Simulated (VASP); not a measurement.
BaTiO3: single point with r2SCAN

The system is BaTiO3.

```xyz
5
Lattice="3.9132 0.0000 0.0000 0.0000 3.9132 0.0000 0.0000 0.0000 4.2159" Properties=species:S:1:pos:R:3 pbc="T T T"
Ba    1.9566    1.9566    2.4896
Ti    0.0000    0.0000    0.4620
O     0.0000    1.9566    0.2546
O     1.9566    0.0000    0.2546
O     0.0000    0.0000    2.2729
```

This cell differs from its parent crystal: biaxial strain in the a-b plane: -1.5 %, then relaxed in part.

```
Program                : VASP 6.6.1
Task                   : single point
Functional             : r2SCAN
Potentials or basis    : VASP PAW PBE potentials, release 64 (Ba_sv, Ti_sv, O)
Cutoff                 : 520 eV
k mesh                 : 8 × 8 × 8
Occupations            : gaussian, width 0.02 eV
Spin                   : no spin polarisation
Dipole correction      : no
Further INCAR settings : ALGO = Normal; EDIFF = 1e-06; NBANDS = 28
```

- Pressure: 4.8 GPa
- Largest force: 0.171 eV/Å
- Band gap on the k mesh: 2.26 eV (least direct gap 2.89 eV)

Forces in eV/Å, atoms in the order of the input:
```
Ba   0.000  0.000 -0.040
Ti   0.000  0.000 -0.171
O    0.000  0.000  0.022
O    0.000  0.000  0.022
O    0.000  0.000  0.166
```

Stress tensor (GPa, compression positive):
```
6.22 0.00 0.00
0.00 6.22 0.00
0.00 0.00 1.99
```

Levels at points of the mesh, in eV from the valence-band top:
```csv
k point,band 18,band 19,band 20,band 21,band 22,band 23
"(0.00, 0.00, 0.00)",-1.06,-0.63,-0.63,2.26,2.90,2.90
"(0.50, 0.00, 0.00)",-1.84,-1.73,-1.48,2.98,4.00,4.08
"(0.50, 0.50, 0.00)",-1.13,-1.13,-0.06,4.13,4.13,4.52
"(0.00, 0.00, 0.50)",-2.15,-0.79,-0.79,2.37,3.87,3.87
"(0.50, 0.00, 0.50)",-1.32,-1.21,-0.65,3.89,4.05,4.22
"(0.50, 0.50, 0.50)",-0.57,-0.57,0.00,4.48,4.48,4.70
```

Run time: 6 min on 1 thread of Intel Xeon 6975P-C, on a shared host, peak memory 0.27 GiB.

Caveat: the cell differs from its parent crystal (biaxial strain in the a-b plane: -1.5 %, then relaxed in part); the cell stands under pressure; the PAW data sets were made with another functional, which shifts forces and pressure a little; spin-orbit coupling is left out, which moves the levels of the heavy elements. A k mesh can miss the band edges.
